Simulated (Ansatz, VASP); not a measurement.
La in VASP and in Ansatz

Contents of INCAR:

```
SYSTEM = La
ALGO = Normal
EDIFF = 1E-7
EDIFFG = -0.01
ENCUT = 600
GGA = PS
IBRION = 2
ISIF = 3
ISMEAR = -1
LASPH = .True.
LCHARG = .False.
LREAL = .False.
LWAVE = .False.
NELM = 60
NSW = 80
PREC = Accurate
SIGMA = 0.1
```

KPOINTS

```
k-points
0
Gamma
  6 6 9
  0 0 0
```

File POSCAR:

```
La
1.0
    5.9574525210      0.0000000000      0.0000000000
   -2.9787262605      5.1593052250      0.0000000000
    0.0000000000      0.0000000000      3.6519183953
La
3
Direct
    0.0000000000      0.0000000000      0.0000000000
    0.3333333333      0.6666666667      0.5000000000
    0.6666666667      0.3333333333      0.5000000000
```

Input for Ansatz:

```yaml
crystal:
  lattice:
    - [5.957452521, 0.0, 0.0]
    - [-2.9787262605, 5.159305225, 0.0]
    - [0.0, 0.0, 3.6519183953]
  atoms:
    - { symbol: La, position: [0.0, 0.0, 0.0] }
    - { symbol: La, position: [0.3333333333, 0.6666666667, 0.5] }
    - { symbol: La, position: [0.6666666667, 0.3333333333, 0.5] }
hamiltonian:
  xc: pbesol
  pseudopotentials:
    kind: paw
    azcp:
      La: "pseudopotentials/La.paw.azcp"
basis:
  ecutwfc: 420
  fft_grid_basis: typed
kpoints:
  mp_grid: { grid: [6, 6, 9], shift: [0, 0, 0] }
magnetization:
  spin_polarized: false
scf:
  occupations: { method: fermi_dirac, width: 0.1 }
relax:
  max_steps: 60
  f_tol: 0.01
  cell: {}
```

Alike in both runs: task relaxation of cell and atoms; functional PBEsol; k mesh 6 × 6 × 9; occupations fermi-dirac, width 0.1 eV; no spin polarisation.

|  | VASP | Ansatz |
| --- | --- | --- |
| version | VASP 6.6.1 | Ansatz 0.2.0 |
| potentials or method | VASP PAW PBE potentials, release 64 (La), cutoff 600 eV | plane waves (420 eV) with PAW, scalar-relativistic |
| valence electrons in the cell | 33 | 33 |

```csv
,VASP,Ansatz,Ansatz less VASP
relaxed volume (Å³/atom),34.28,34.24,-0.035
relaxed cell length with the largest relative difference (Å),3.514,3.518,+0.0042
```

VASP's potentials were made for PBE, not for PBEsol, and Ansatz warns of the same on its side.

Spin-orbit coupling is off throughout.
